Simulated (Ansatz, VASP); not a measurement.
One calculation of Mo, two programs

```
CELL_PARAMETERS angstrom
-1.54550 1.54550 1.54550
1.54550 -1.54550 1.54550
1.54550 1.54550 -1.54550
ATOMIC_POSITIONS crystal
Mo 0.00000 0.00000 0.00000
```

Alike in both runs: task single point; functional LDA; k mesh 20 × 20 × 20; occupations fermi-dirac, width 0.15 eV; no spin polarisation.

```csv
,VASP,Ansatz
version,VASP 6.6.1,Ansatz 0.2.0
potentials or method,"VASP PAW LDA potentials, release 64 (Mo_sv), cutoff 520 eV","scalar-relativistic, plane waves, PAW"
valence electrons in the cell,14,14
```

Ansatz gave:

- gap on the k mesh at the Fermi level (eV): none
- pressure (GPa): 6.1

Problem. What did VASP give for the same quantities?

Solution. gap on the k mesh at the Fermi level (eV): none; pressure (GPa): 7.4.

LDA's correlation is that of Perdew and Zunger in VASP and of Perdew and Wang (1992) in Ansatz. A gap of «none» marks a metal or a gap that the smearing closes.
